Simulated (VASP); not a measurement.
Here is a VASP 6.6.1 calculation.

INCAR

```
PREC = Accurate
ENCUT = 500
EDIFF = 1E-6
ISMEAR = 0
SIGMA = 0.14
LREAL = False
LASPH = True
NELM = 120
ALGO = Normal
ISIF = 2
LWAVE = False
LCHARG = False
GGA = PS
NBANDS = 17
GGA_COMPAT = False
```

KPOINTS

```
regular mesh
0
Gamma
  4 4 4
```

POSCAR

```
PbS
1.0
    3.6536590000      0.0000000000      0.0000000000
    0.0000000000      3.6536590000      0.0000000000
    0.0000000000      0.0000000000      3.6536590000
Pb S
1 1
Direct
    0.0000000000      0.0000000000      0.0000000000
    0.5000000000      0.5000000000      0.5000000000
```

Potentials or basis: VASP PAW PBE potentials, release 64 (Pb_d, S).

Command:

```console
$ cat potpaw_PBE.64/Pb_d/POTCAR potpaw_PBE.64/S/POTCAR > POTCAR
$ mpirun -np 1 vasp_std > vasp.out
```

What does it give for the pressure?

-3.7 GPa.

What does it give for the band gap on the k mesh?

Zero (band 10 reaches 5.88 eV, above the bottom of band 11 at 5.43 eV).

Caveat: the k points lie up to 0.43 Å⁻¹ apart; the PAW data sets were made with another functional, which shifts forces and pressure a little; spin-orbit coupling is left out, which moves the levels of the heavy elements.
